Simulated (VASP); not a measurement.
Runs of VASP 6.6.1 on Hg. The structure is that of space group Pm-3n (No. 223), or close to it. The cells are those of the table. 

```csv
level,cell,gap on the mesh (eV),pressure (GPa)
r2SCAN,"a = 5.855 Å, 8 atoms",none,2.1
PBE+D3(BJ),"a = 5.893 Å, 8 atoms",none,(a)
PBE,"a = 5.855 Å, 8 atoms",none,3.2
r2SCAN+rVV10,"a = 5.855 Å, 8 atoms",none,0.8
```

Alike in all rows: task single point; potentials or basis VASP PAW PBE potentials, release 64 (Hg); no spin polarisation; k mesh 4 × 4 × 4; cutoff (eV) 520; smearing fermi-dirac 0.02 eV.

**Question.** Fill in the values left out.

**Answer.** (a) 0.2.

Caveats: spin-orbit coupling is left out, which moves the levels of the heavy elements; the PAW data sets were made with another functional, which shifts forces and pressure a little (at least some runs); the cell stands under pressure (at least some runs).

A k mesh can miss the band edges, and the runs leave out spin-orbit coupling on Hg.

A gap of «none» marks levels without a gap at the run's occupations.
